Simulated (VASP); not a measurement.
The system is BiTe (Tsumoite).

```
Bi Te
1.0
     4.42300    0.00000    0.00000
    -2.21150    3.83043    0.00000
     0.00000    0.00000   24.00200
Bi Te
6 6
Cartesian
  0.0000 2.5536 13.0211
  2.2115 1.2768 10.9809
  2.2115 1.2768 17.0222
  0.0000 2.5536 6.9798
  0.0000 0.0000 21.0210
  0.0000 0.0000 2.9810
  0.0000 0.0000 15.1525
  0.0000 0.0000 8.8495
  0.0000 2.5536 18.8440
  2.2115 1.2768 5.1580
  2.2115 1.2768 22.6771
  0.0000 2.5536 1.3249
```

Base run:

| Quantity | Value |
| --- | --- |
| Program | VASP 6.6.1 |
| Functional | PBEsol |
| Potentials or basis | VASP PAW PBE potentials, release 64 (Bi_d, Te) |
| Cutoff | 520 eV |
| k mesh | 7 × 7 × 2 |
| Occupations | fermi-dirac, width 0.05 eV |
| Spin | no spin polarisation |

Its results: band gap on the k mesh zero (filled and empty bands touch); pressure -0.8 GPa; largest force 1.366 eV/Å.

**Question.** The run is repeated on the same cell with these changes: functional from PBEsol to PBE; further incar settings from ALGO = Normal; EDIFF = 1e-06; NBANDS = 75 to ALGO = Normal; EDIFF = 1e-07; NBANDS = 75. What comes out?

**Answer.** Band gap on the k mesh zero (filled and empty bands touch); pressure 1.7 GPa; largest force 1.387 eV/Å.

Caveats: spin-orbit coupling is left out, which moves the levels of the heavy elements; the PAW data sets were made with another functional, which shifts forces and pressure a little (some runs); forces of over 1 eV/Å act on the atoms, so gaps and moduli don't describe the material at rest (some runs).
